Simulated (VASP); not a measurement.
A run of VASP 6.6.1 is set up as follows.

The input INCAR:

```
PREC = Accurate ; ENCUT = 520
EDIFF = 1E-6 ; ISMEAR = 0
SIGMA = 0.01 ; LREAL = False
LASPH = True ; NELM = 100
ALGO = Normal ; ISIF = 2
LWAVE = False ; LCHARG = False
GGA = PS ; NBANDS = 15
```

KPOINTS

```
Automatic mesh
0
Gamma
  6 6 6
```

Contents of POSCAR:

```
KCl
1.0
    3.2923727880      3.2923727880      0.0000000000
   -3.2923727880      3.2923727880      0.0000000000
    0.0000000000      3.2923727880      3.2923727880
K Cl
1 1
Direct
    0.0000000000      0.0000000000      0.0000000000
    0.5000000000      0.5000000000      0.0000000000
```

Potentials or basis: VASP PAW PBE potentials, release 64 (K_sv, Cl).

Launch:

```console
$ cat potpaw_PBE.64/K_sv/POTCAR potpaw_PBE.64/Cl/POTCAR > POTCAR
$ mpirun -np 1 vasp_std > vasp.out
```

Problem. What does it give for the band gap on the k mesh?

Solution. 4.63 eV, direct.

Problem. Estimate the pressure.

Solution. -2.0 GPa.

Caveat: the PAW data sets were made with another functional, which shifts forces and pressure a little.
